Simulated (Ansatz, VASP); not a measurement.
Cr: VASP beside Ansatz

File INCAR:

```
PREC = Accurate ; ENCUT = 520
EDIFF = 1E-7 ; ISMEAR = -1
SIGMA = 0.03 ; LREAL = False
LASPH = True ; NELM = 80
ALGO = Normal ; ISIF = 2
LWAVE = False ; LCHARG = False
NBANDS = 32
```

The input KPOINTS:

```
regular mesh
0
Gamma
  6 10 6
```

File POSCAR:

```
Cr
1.0
    0.0000000000      0.0000000000      4.4100000000
    2.7140000000      0.0000000000      0.0000000000
    0.0000000000      4.7007858918      0.0000000000
Cr
4
Direct
    0.2500000000      1.0000000000      0.3333333334
    0.2500000000      0.5000000000      0.8333333334
    0.7500000000      0.5000000000      0.1666666666
    0.7500000000      0.0000000000      0.6666666666
```

Input for Ansatz:

```yaml
crystal:
  lattice:
    - [0.0, 0.0, 4.41]
    - [2.714, 0.0, 0.0]
    - [0.0, 4.7007858918, 0.0]
  atoms:
    - { symbol: Cr, position: [0.25, 1.0, 0.3333333334] }
    - { symbol: Cr, position: [0.25, 0.5, 0.8333333334] }
    - { symbol: Cr, position: [0.75, 0.5, 0.1666666666] }
    - { symbol: Cr, position: [0.75, 0.0, 0.6666666666] }
kpoints:
  mp_grid: { grid: [6, 10, 6] }
scf:
  occupations: { method: fermi_dirac, width: 0.03 }
  lower_state_search: "off"
hamiltonian:
  xc: lda
  pseudopotentials: { kind: paw }
output:
  forces: true
  stress: true
  eigenvalues: true
```

Alike in both runs: task single point; functional LDA; k mesh 6 × 10 × 6; occupations fermi-dirac, width 0.03 eV; no spin polarisation.

```csv
,VASP,Ansatz
version,VASP 6.6.1,Ansatz 0.2.0
potentials or method,"VASP PAW LDA potentials, release 64 (Cr_pv)","PAW with Ansatz's default frozen-core files, scalar-relativistic"
plane-wave cutoff (eV),520,420
valence electrons in the cell,48,56
```

```csv
,VASP,Ansatz,Ansatz less VASP
rms of the force components (eV/Å),0.006,0.006,0.0000
```

LDA's correlation is that of Perdew and Zunger in VASP and of Perdew and Wang (1992) in Ansatz. Atom by atom the forces differ by 0.000 eV/Å (rms over components). VASP's potentials hold 48 valence electrons a cell and Ansatz's 56, so a difference there can come from the potentials and not from the codes.
